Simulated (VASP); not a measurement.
# SrTiTe3 in VASP: a series of runs, part 2 of 2

VASP 6.6.1.

## Step 5: Relaxation of cell and atoms, PBE

The input, INCAR:

```
SYSTEM = SrTiTe3
PREC = Accurate
ENCUT = 600
EDIFF = 1E-7
ISMEAR = 0
SIGMA = 0.1
LREAL = .FALSE.
LASPH = .TRUE.
NELM = 100
ALGO = Normal
ISIF = 3
LWAVE = .FALSE.
LCHARG = .FALSE.
GGA = PE
IBRION = 2
NSW = 100
EDIFFG = -0.01
```

The input, KPOINTS:

```
regular mesh
0
G
  8 8 8
  0 0 0
```

The input, POSCAR:

```
SrTiTe3
1.0
    5.4336232870      0.0000000000      0.0000000000
    0.0000000000      5.4336232870      0.0000000000
    0.0000000000      0.0000000000      5.4336232870
Sr Ti Te
1 1 3
Direct
    0.5000000000      0.5000000000      0.5000000000
    0.0000000000      0.0000000000      0.0000000000
    0.0000000000      0.0000000000      0.5000000000
    0.0000000000      0.5000000000      0.0000000000
    0.5000000000      0.0000000000      0.0000000000
```

Potentials or basis: VASP PAW PBE potentials, release 64 (Sr_sv, Ti_sv, Te).

On the command line:

```sh
$ cat potpaw_PBE.64/Sr_sv/POTCAR potpaw_PBE.64/Ti_sv/POTCAR potpaw_PBE.64/Te/POTCAR > POTCAR
$ mpirun -np 1 vasp_std > vasp.out
```

OUTCAR:

```text
SYSTEM = SrTiTe3
   PREC = Accurate
   ENCUT = 600
   EDIFF = 1E-7
   ISMEAR = 0
   LREAL = .FALSE.
   LASPH = .TRUE.
   NELM = 100
   ISIF = 3
   GGA = PE
   IBRION = 2
   NSW = 100
   EDIFFG = -0.01

 ion  position               nearest neighbor table
   1  0.500  0.500  0.500-   3 3.84   4 3.84   5 3.84   4 3.84   5 3.84   3 3.84   5 3.84   5 3.84
                             3 3.84   4 3.84   4 3.84   3 3.84
   2  0.000  0.000  0.000-   3 2.72   4 2.72   5 2.72   3 2.72   4 2.72   5 2.72
   3  0.000  0.000  0.500-   2 2.72   2 2.72   1 3.84   1 3.84   1 3.84   1 3.84
   4  0.000  0.500  0.000-   2 2.72   2 2.72   1 3.84   1 3.84   1 3.84   1 3.84
   5  0.500  0.000  0.000-   2 2.72   2 2.72   1 3.84   1 3.84   1 3.84   1 3.84

  LATTYP: Found a simple cubic cell.
 ALAT       =     5.4336232870

  Lattice vectors:

 A1 = (   5.4336232870,   0.0000000000,   0.0000000000)
 A2 = (   0.0000000000,   5.4336232870,   0.0000000000)
 A3 = (   0.0000000000,   0.0000000000,   5.4336232870)

Analysis of symmetry for initial positions (statically):
=====================================================================
 Subroutine PRICEL returns:
 Original cell was already a primitive cell.

 Routine SETGRP: Setting up the symmetry group for a
 simple cubic supercell.

 Subroutine GETGRP returns: Found 48 space group operations
 (whereof 48 operations were pure point group operations)
 out of a pool of 48 trial point group operations.

The static configuration has the point symmetry O_h .

Analysis of symmetry for dynamics (positions and initial velocities):
=====================================================================
 Subroutine PRICEL returns:
 Original cell was already a primitive cell.

 Routine SETGRP: Setting up the symmetry group for a
 simple cubic supercell.

 Subroutine GETGRP returns: Found 48 space group operations
 (whereof 48 operations were pure point group operations)
 out of a pool of 48 trial point group operations.

The dynamic configuration has the point symmetry O_h .

 Subroutine INISYM returns: Found 48 space group operations
 (whereof 48 operations are pure point group operations),
 and found     1 'primitive' translations

----------------------------------------------------------------------------------------

                                     Primitive cell

  volume of cell :     160.4237

  direct lattice vectors                    reciprocal lattice vectors
     5.433623287  0.000000000  0.000000000     0.184039258  0.000000000  0.000000000
     0.000000000  5.433623287  0.000000000     0.000000000  0.184039258  0.000000000
     0.000000000  0.000000000  5.433623287     0.000000000  0.000000000  0.184039258

  length of vectors
     5.433623287  5.433623287  5.433623287     0.184039258  0.184039258  0.184039258

  position of ions in fractional coordinates (direct lattice)
     0.500000000  0.500000000  0.500000000
     0.000000000  0.000000000  0.000000000
     0.000000000  0.000000000  0.500000000
     0.000000000  0.500000000  0.000000000
     0.500000000  0.000000000  0.000000000

  ion indices of the primitive-cell ions
   primitive index   ion index
                 1           1
                 2           2
                 3           3
                 4           4
                 5           5

[... 31 lines left out ...]
  0.375000  0.000000  0.000000      6.000000
  0.500000  0.000000  0.000000      3.000000
  0.125000  0.125000  0.000000     12.000000
[... 16 lines left out ...]
  0.375000  0.375000  0.125000     24.000000
  0.500000  0.375000  0.125000     24.000000
 [... further k-points ...]
   k-points           NKPTS =     35   k-points in BZ     NKDIM =     35   number of bands    NBANDS=     24
   number of dos      NEDOS =    301   number of ions     NIONS =      5
   total plane-waves  NPLWV = 110592
   dimension x,y,z NGX =    48 NGY =   48 NGZ =   48
   dimension x,y,z NGXF=    96 NGYF=   96 NGZF=   96
   ions per type =               1   1   3
   NGX,Y,Z   is equivalent  to a cutoff of  14.69, 14.69, 14.69 a.u.
   NGXF,Y,Z  is equivalent  to a cutoff of  29.37, 29.37, 29.37 a.u.
 SYSTEM =  SrTiTe3
   PREC   = accura    normal or accurate (medium, high low for compatibility)
   ISTART =      0    job   : 0-new  1-cont  2-samecut
   ICHARG =      2    charge: 1-file 2-atom 10-const
   ISPIN  =      1    spin polarized calculation?
   LNONCOLLINEAR =      F non collinear calculations
   LSORBIT =      F    spin-orbit coupling
   LASPH  =      T    aspherical Exc in radial PAW
   ENCUT  =  600.0 eV  44.10 Ry    6.64 a.u.  10.85 10.85 10.85*2*pi/ulx,y,z
   NELM   =    100;   NELMIN=  2; NELMDL= -5     # of ELM steps
   EDIFF  = 0.1E-06   stopping-criterion for ELM
   LREAL  =      F    real-space projection
   EDIFFG = -.1E-01   stopping-criterion for IOM
   NSW    =    100    number of steps for IOM
   IBRION =      2    ionic relax: 0-MD 1-quasi-New 2-CG
   NFREE  =      1    steps in history (QN), initial steepest desc. (CG)
   ISIF   =      3    stress and relaxation
   ISYM   =      2    0-nonsym 1-usesym 2-fastsym
   POTIM  = 0.5000    time-step for ionic-motion
   TEBEG  =    0.0;   TEEND  =   0.0 temperature during run
   PSTRESS=    0.0 pullay stress
   NELECT =      40.0000    total number of electrons
   NUPDOWN=      -1.0000    fix difference up-down
   EMIN   =  10.00;   EMAX   =-10.00  energy-range for DOS
   EFERMI =   0.00;   METHOD = LEGACY
   ISMEAR =     0;   SIGMA  =   0.10  broadening in eV -4-tet -1-fermi 0-gaus
   EFERMI_NEDOS =   21; number of points for ismear=-14 and -15
   IALGO  =     38    algorithm
   IMIX   =      4    mixing-type and parameters
     AMIX     =   0.40;   BMIX     =  1.00
     AMIX_MAG =   1.60;   BMIX_MAG =  1.00
  volume/ion in A,a.u.               =      32.08       216.52
  Fermi-wavevector in a.u.,A,eV,Ry     =   1.030399  1.947171 14.445598  1.061721
  Thomas-Fermi vector in A             =   2.164495
   LORBIT       =      0    0 simple, 1 ext, 2 COOP (PROOUT), +10 PAW based schemes
   GGA     = PE    functional components
   LHFCALC =     F    Hartree Fock is set to
   AEXX    =    0.0000 exact exchange contribution
   IVDW    =     0    specifies the selected vdW correction
   LEPSILON=     F    determine dielectric tensor
   LRPA    =     F    only Hartree local field effects (RPA)
 conjugate gradient relaxation of ions
 non-spin polarized calculation
 Gauss-broadening in eV      SIGMA  =   0.10
  energy-cutoff  :      600.00
  volume of cell :      160.42
 maximum number of plane-waves:      5400
 NGX is ok and might be reduce to    48
   NGX = 21   NGY = 21   NGZ = 21

--------------------------------------- Ionic step        1  -------------------------------------------

 number of electron      40.0000004 magnetization

 Free energy of the ion-electron system (eV)
  ---------------------------------------------------
  ext. energy  EPLUGINS =         0.00000000
  ---------------------------------------------------
  free energy    TOTEN  =       -22.90949565 eV

  energy without entropy =      -22.88481219  energy(sigma->0) =      -22.89715392

------------------------ aborting loop because EDIFF is reached ----------------------------------------

  FORCE on cell =-STRESS in cart. coord.  units (eV):
  Direction    XX          YY          ZZ          XY          YZ          ZX
  --------------------------------------------------------------------------------------
  -------------------------------------------------------------------------------------
  Total        0.3443566      0.3443566      0.3443566      0.0000000      0.0000000      0.0000000
  in kB        3.4391444      3.4391444      3.4391444      0.0000000      0.0000000      0.0000000
  external PRESSURE =       3.4391444 kB  Pullay stress =       0.0000000 kB
[... 65 lines left out ...]
--------------------------------------- Ionic step        3  -------------------------------------------

 number of electron      40.0000004 magnetization

 Free energy of the ion-electron system (eV)
  ---------------------------------------------------
  ext. energy  EPLUGINS =         0.00000000
  ---------------------------------------------------
  free energy    TOTEN  =       -22.91078662 eV

  energy without entropy =      -22.88604919  energy(sigma->0) =      -22.89841790

 E-fermi :   5.3397     XC(G=0):  -9.0321

 val. band max:        5.3244576103   @ k =   0.1250   0.1250   0.1250
 cond. band min:       5.3559799424   @ k =   0.5000   0.3750   0.2500
 fundamental gap:      0.0315223321
 Fermi energy:         5.3396543898

 k-point     1 :       0.0000    0.0000    0.0000
  band No.  band energies     occupation
      1     -52.6090      2.00000
      2     -31.4752      2.00000
      3     -28.8757      2.00000
      4     -28.8757      2.00000
      5     -28.8757      2.00000
      6     -13.4003      2.00000
[... 637 lines left out ...]
     23       6.1780      0.00000
     24       6.6539      0.00000

 [... further k-points ...]
[... 5 lines left out ...]
  --------------------------------------------------------------------------------------
  -------------------------------------------------------------------------------------
  Total       -0.0005452     -0.0005452     -0.0005452     -0.0000000     -0.0000000     -0.0000000
  in kB       -0.0054042     -0.0054042     -0.0054042     -0.0000000     -0.0000000     -0.0000000
  external PRESSURE =      -0.0054042 kB  Pullay stress =       0.0000000 kB
[... 20 lines left out ...]
  FREE ENERGIE OF THE ION-ELECTRON SYSTEM (eV)
  ---------------------------------------------------
  free  energy   TOTEN  =       -22.9107866190 eV

  energy  without entropy=      -22.8860491883  energy(sigma->0) =      -22.89841790

 reached required accuracy - stopping structural energy minimisation
```

It took 14 min on 1 thread of Oxide Virtual Turin-like, shared host; peak memory 0.43 GiB.

What came out:

* Free energy: -22.9108 eV
* Relaxed volume: 32.33 Å³/atom
* Relaxed cell: a = 5.447 Å, b = 5.447 Å, c = 5.447 Å, α = 90.00°, β = 90.00°, γ = 90.00°
* Space group after relaxing (to 0.05 Å): Pm-3m (No. 221)
* Energy gained by relaxing: 0.3 meV/atom
* Ionic steps: 3
* Pressure after relaxing: 0.0 GPa
* Band gap on the k mesh: zero (band 20 reaches 5.71 eV, above the bottom of band 21 at 4.87 eV)

Step by step:
```tsv
step	energy change (eV)	largest force (eV/Å)	pressure (GPa)	volume (Å³)
1	0.0000	0.0000	0.34	160.42
2	-0.0012	0.0000	-0.11	162.03
3	-0.0013	0.0000	0.00	161.63
```

Final structure:
```cif
data_structure
_symmetry_space_group_name_H-M 'P 1'
_symmetry_Int_Tables_number 1
_cell_length_a 5.4472
_cell_length_b 5.4472
_cell_length_c 5.4472
_cell_angle_alpha 90.000
_cell_angle_beta 90.000
_cell_angle_gamma 90.000
_cell_volume 161.63
loop_
_atom_site_label
_atom_site_type_symbol
_atom_site_fract_x
_atom_site_fract_y
_atom_site_fract_z
_atom_site_occupancy
Sr1 Sr 0.50000 0.50000 0.50000 1
Ti1 Ti 0.00000 0.00000 0.00000 1
Te1 Te 0.00000 0.00000 0.50000 1
Te2 Te 0.00000 0.50000 0.00000 1
Te3 Te 0.50000 0.00000 0.00000 1
```

Caveat: spin-orbit coupling is left out, which moves the levels of the heavy elements.

## Step 6: The runs side by side

| task | spin | cell | k mesh | cutoff (eV) | gap on the mesh (eV) | pressure (GPa) |
| --- | --- | --- | --- | --- | --- | --- |
| single point | off | a = 5.430, b = 5.430, c = 5.442 Å, 5 atoms | 4 × 4 × 4 | 520 | none | 0.1 |
| single point | off | a = 5.448 Å, 5 atoms | 8 × 8 × 8 | 520 | none | 0.0 |
| single point | collinear, ferromagnetic start | a = 5.434 Å, 5 atoms | 4 × 4 × 4 | 520 | none | 0.1 |
| relaxation of cell and atoms | off | relaxed from a = 5.434 Å, 5 atoms | 8 × 8 × 8 | 600 | none | 0.0 |

Alike in all rows: level PBE; potentials or basis VASP PAW PBE potentials, release 64 (Sr_sv, Ti_sv, Te); smearing gaussian 0.1 eV.

Caveats: spin-orbit coupling is left out, which moves the levels of the heavy elements.

Absolute energies hang on the potentials; compare differences alone.
